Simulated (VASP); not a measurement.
Write the native input for VASP 6.6.1 that does the following.

| Quantity | Value |
| --- | --- |
| Task | single point |
| Functional | LDA |
| Potentials or basis | VASP PAW LDA potentials, release 64 (C) |
| Cutoff | 520 eV |
| k mesh | 12 × 12 × 12 |
| Occupations | gaussian, width 0.01 eV |
| Spin | no spin polarisation |
| Dipole correction | no |
| Further INCAR settings | ALGO = Normal; EDIFF = 1e-06; NBANDS = 11 |

The structure of C lies in POSCAR:

```
C
1.0
    1.2224302368      0.7057704263      3.3529383042
   -1.2224302368      0.7057704263      3.3529383042
    0.0000000000     -1.4115408525      3.3529383042
C
2
Direct
    0.8334168797      0.8334168797      0.8334168797
    0.1665831203      0.1665831203      0.1665831203
```

This cell differs from its parent crystal: z stretched by +0.5 %, x and y held.

One way to write it, as run:

INCAR

```
  PREC = Accurate
  ENCUT = 520
  EDIFF = 1E-6
  ISMEAR = 0
  SIGMA = 0.01
  LREAL = False
  LASPH = True
  NELM = 80
  ALGO = Normal
  ISIF = 2
  LWAVE = False
  LCHARG = False
  NBANDS = 11
```

KPOINTS

```
Automatic mesh
0
Gamma
  12 12 12
```

Potentials or basis: VASP PAW LDA potentials, release 64 (C).

Command:

```sh
$ cat potpaw_LDA.64/C/POTCAR > POTCAR
$ mpirun -np 1 vasp_std > vasp.out
```

Results of the run:

```yaml
Pressure: 0.7 GPa
```

Caveat: the cell differs from its parent crystal (z stretched by +0.5 %, x and y held).

It took 41 s on 1 thread of Intel(R) Xeon(R) Platinum 8124M CPU @ 3.00GHz (Skylake/Cascade Lake) (shared host), peak memory 0.15 GiB.
